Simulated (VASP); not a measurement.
# AlN (F-43m) in VASP: further runs

The runs below take AlN through single point, with r2SCAN.

Program: VASP 6.6.1. These are calculated values, not measurements. Logs are shortened: lines on timing, memory, paths and dates and some standing lists are left out, and cuts for length are marked.

## (1) The cell of the first run

Symmetry: F-43m, No. 216, cubic system. The conventional cell has a = 4.343 Å, b = 4.343 Å, c = 4.343 Å, α = 90.00°, β = 90.00°, γ = 90.00°. Al (site symmetry -43m) has 4 N at 1.88 Å within 2.5 Å. N (site symmetry -43m) has 4 Al at 1.88 Å within 2.5 Å.

## (2) Single point, r2SCAN

Contents of POSCAR:

```
AlN
1.0
    0.0000000000      2.1715650089      2.1715650089
    2.1715650089      0.0000000000      2.1715650089
    2.1715650089      2.1715650089      0.0000000000
Al N
1 1
Direct
    0.0000000000      0.0000000000      0.0000000000
    0.2500000000      0.2500000000      0.2500000000
```

Contents of INCAR.step1:

```
SYSTEM = AlN
PREC = Accurate
ENCUT = 520
ISMEAR = 0
SIGMA = 0.01
LREAL = .FALSE.
LASPH = .TRUE.
NELM = 80
NBANDS = 11
GGA = PE
ALGO = Normal
EDIFF = 1E-4
LWAVE = .TRUE.
LCHARG = .FALSE.
```

Contents of INCAR.step2:

```
SYSTEM = AlN
PREC = Accurate
ENCUT = 520
EDIFF = 1E-6
ISMEAR = 0
SIGMA = 0.01
LREAL = .FALSE.
LASPH = .TRUE.
NELM = 80
ALGO = Normal
ISIF = 2
LWAVE = .FALSE.
LCHARG = .FALSE.
METAGGA = R2SCAN
LMIXTAU = .TRUE.
NBANDS = 11
ISTART = 1
```

Contents of KPOINTS:

```
Automatic mesh
0
G
  8 8 8
  0 0 0
```

Potentials or basis: VASP PAW PBE potentials, release 64 (Al, N).

Started as:

```sh
> cat potpaw_PBE.64/Al/POTCAR potpaw_PBE.64/N/POTCAR > POTCAR
> cp INCAR.step1 INCAR
> mpirun -np 1 vasp_std > vasp.out
> cp INCAR.step2 INCAR
> mpirun -np 1 vasp_std > vasp.out
```

OUTCAR:

```text
SYSTEM = AlN
   PREC = Accurate
   ENCUT = 520
   EDIFF = 1E-6
   ISMEAR = 0
   LREAL = .FALSE.
   LASPH = .TRUE.
   NELM = 80
   ISIF = 2
   METAGGA = R2SCAN
   ISTART = 1

 ion  position               nearest neighbor table
   1  0.000  0.000  0.000-   2 1.88   2 1.88   2 1.88   2 1.88
   2  0.250  0.250  0.250-   1 1.88   1 1.88   1 1.88   1 1.88

  LATTYP: Found a face centered cubic cell.
 ALAT       =     4.3431300178

  Lattice vectors:

 A1 = (   0.0000000000,   2.1715650089,   2.1715650089)
 A2 = (   2.1715650089,   0.0000000000,   2.1715650089)
 A3 = (   2.1715650089,   2.1715650089,   0.0000000000)

Analysis of symmetry for initial positions (statically):
=====================================================================
 Subroutine PRICEL returns:
 Original cell was already a primitive cell.

 Routine SETGRP: Setting up the symmetry group for a
 face centered cubic supercell.

 Subroutine GETGRP returns: Found 24 space group operations
 (whereof 24 operations were pure point group operations)
 out of a pool of 48 trial point group operations.

The static configuration has the point symmetry T_d .

Analysis of symmetry for dynamics (positions and initial velocities):
=====================================================================
 Subroutine PRICEL returns:
 Original cell was already a primitive cell.

 Routine SETGRP: Setting up the symmetry group for a
 face centered cubic supercell.

 Subroutine GETGRP returns: Found 24 space group operations
 (whereof 24 operations were pure point group operations)
 out of a pool of 48 trial point group operations.

The dynamic configuration has the point symmetry T_d .

 Subroutine INISYM returns: Found 24 space group operations
 (whereof 24 operations are pure point group operations),
 and found     1 'primitive' translations

----------------------------------------------------------------------------------------

                                     Primitive cell

  volume of cell :      20.4809

  direct lattice vectors                    reciprocal lattice vectors
     0.000000000  2.171565009  2.171565009    -0.230248691  0.230248691  0.230248691
     2.171565009  0.000000000  2.171565009     0.230248691 -0.230248691  0.230248691
     2.171565009  2.171565009  0.000000000     0.230248691  0.230248691 -0.230248691

  length of vectors
     3.071056687  3.071056687  3.071056687     0.398802431  0.398802431  0.398802431

  position of ions in fractional coordinates (direct lattice)
     0.000000000  0.000000000  0.000000000
     0.250000000  0.250000000  0.250000000
[... 81 lines left out ...]
   IBRION =     -1    ionic relax: 0-MD 1-quasi-New 2-CG
   NFREE  =      0    steps in history (QN), initial steepest desc. (CG)
   ISIF   =      2    stress and relaxation
   ISYM   =      2    0-nonsym 1-usesym 2-fastsym
   POTIM  = 0.5000    time-step for ionic-motion
   TEBEG  =    0.0;   TEEND  =   0.0 temperature during run
   PSTRESS=    0.0 pullay stress
   NELECT =       8.0000    total number of electrons
   NUPDOWN=      -1.0000    fix difference up-down
   EMIN   =  10.00;   EMAX   =-10.00  energy-range for DOS
   EFERMI =   0.00;   METHOD = LEGACY
   ISMEAR =     0;   SIGMA  =   0.01  broadening in eV -4-tet -1-fermi 0-gaus
   EFERMI_NEDOS =   21; number of points for ismear=-14 and -15
   IALGO  =     38    algorithm
   IMIX   =      4    mixing-type and parameters
     AMIX     =   0.40;   BMIX     =  1.00
     AMIX_MAG =   1.60;   BMIX_MAG =  1.00
  volume/ion in A,a.u.               =      10.24        69.11
  Fermi-wavevector in a.u.,A,eV,Ry     =   1.196709  2.261453 19.485082  1.432113
  Thomas-Fermi vector in A             =   2.332643
   LORBIT       =      0    0 simple, 1 ext, 2 COOP (PROOUT), +10 PAW based schemes
   METAGGA = R2SCAN    functional components
   LHFCALC =     F    Hartree Fock is set to
   AEXX    =    0.0000 exact exchange contribution
   IVDW    =     0    specifies the selected vdW correction
   LEPSILON=     F    determine dielectric tensor
   LRPA    =     F    only Hartree local field effects (RPA)
 non-spin polarized calculation
 Gauss-broadening in eV      SIGMA  =   0.01
  energy-cutoff  :      520.00
  volume of cell :       20.48
 maximum number of plane-waves:       568
   NGX = 11   NGY = 11   NGZ = 11

 number of electron       7.9999999 magnetization

 Free energy of the ion-electron system (eV)
  ---------------------------------------------------
  ext. energy  EPLUGINS =         0.00000000
  ---------------------------------------------------
  free energy    TOTEN  =       -19.17542164 eV

  energy without entropy =      -19.17542164  energy(sigma->0) =      -19.17542164

 E-fermi :   6.0228     XC(G=0): -11.4962

 val. band max:        5.8537676784   @ k =   0.0000   0.0000   0.0000
 cond. band min:       9.8018554801   @ k =   0.5000   0.5000   0.0000
 fundamental gap:      3.9480878016
 Fermi energy:         6.0227585939

 k-point     1 :       0.0000    0.0000    0.0000
  band No.  band energies     occupation
      1      -9.9880      2.00000
      2       5.8538      2.00000
      3       5.8538      2.00000
      4       5.8538      2.00000
      5      10.9074      0.00000
      6      19.5523      0.00000
      7      19.5523      0.00000
      8      19.5523      0.00000
      9      24.5308      0.00000
     10      24.5308      0.00000
     11      26.2821      0.00000
[... 309 lines left out ...]
 k-point    24 :      -0.3750    0.2500    0.1250
  band No.  band energies     occupation
      1      -7.6000      2.00000
      2       0.6223      2.00000
      3       3.5947      2.00000
      4       4.7203      2.00000
      5      13.7569      0.00000
      6      16.1368      0.00000
      7      19.2087      0.00000
      8      19.6596      0.00000
      9      24.4349      0.00000
     10      26.0120      0.00000
     11      29.5076      0.00000

 [... further k-points ...]
[... 5 lines left out ...]
  --------------------------------------------------------------------------------------
  -------------------------------------------------------------------------------------
  Total        0.4627017      0.4627017      0.4627017     -0.0000000     -0.0000000     -0.0000000
  in kB       36.1962148     36.1962148     36.1962148     -0.0000000     -0.0000000     -0.0000000
  external PRESSURE =      36.1962148 kB  Pullay stress =       0.0000000 kB

 VOLUME and BASIS-vectors are now :
 -----------------------------------------------------------------------------
  energy-cutoff  :      520.00
  volume of cell :       20.48
      direct lattice vectors                 reciprocal lattice vectors
     0.000000000  2.171565009  2.171565009    -0.230248691  0.230248691  0.230248691
     2.171565009  0.000000000  2.171565009     0.230248691 -0.230248691  0.230248691
     2.171565009  2.171565009  0.000000000     0.230248691  0.230248691 -0.230248691

 POSITION                                       TOTAL-FORCE (eV/Angst)
 -----------------------------------------------------------------------------------
      0.00000      0.00000      0.00000         0.000000      0.000000      0.000000
      1.08578      1.08578      1.08578        -0.000000     -0.000000     -0.000000
 -----------------------------------------------------------------------------------
    total drift:                               -0.000001     -0.000001     -0.000001

  FREE ENERGIE OF THE ION-ELECTRON SYSTEM (eV)
  ---------------------------------------------------
  free  energy   TOTEN  =       -19.1754216442 eV

  energy  without entropy=      -19.1754216442  energy(sigma->0) =      -19.17542164
```

OUTCAR.step1:

```text
SYSTEM = AlN
   PREC = Accurate
   ENCUT = 520
   ISMEAR = 0
   LREAL = .FALSE.
   LASPH = .TRUE.
[... 557 lines left out ...]
      0.00000      0.00000      0.00000         0.000000      0.000000      0.000000
      1.08578      1.08578      1.08578        -0.000000     -0.000000     -0.000000
 -----------------------------------------------------------------------------------
    total drift:                                0.000000      0.000000      0.000000

  FREE ENERGIE OF THE ION-ELECTRON SYSTEM (eV)
  ---------------------------------------------------
  free  energy   TOTEN  =       -14.8259012837 eV

  energy  without entropy=      -14.8259012837  energy(sigma->0) =      -14.82590128
```

It took 34 s on 1 thread of AMD EPYC 7R43 (Zen 3), shared host; peak memory 0.1 GiB.

Results:

| Item | Value |
| --- | --- |
| Free energy | -19.1754 eV |
| Pressure | 3.6 GPa |
| Band gap on the k mesh | 3.95 eV, indirect (least direct gap 5.05 eV) |

Caveat: the PAW data sets were made with another functional, which shifts forces and pressure a little.

[end of part 1 of 2]
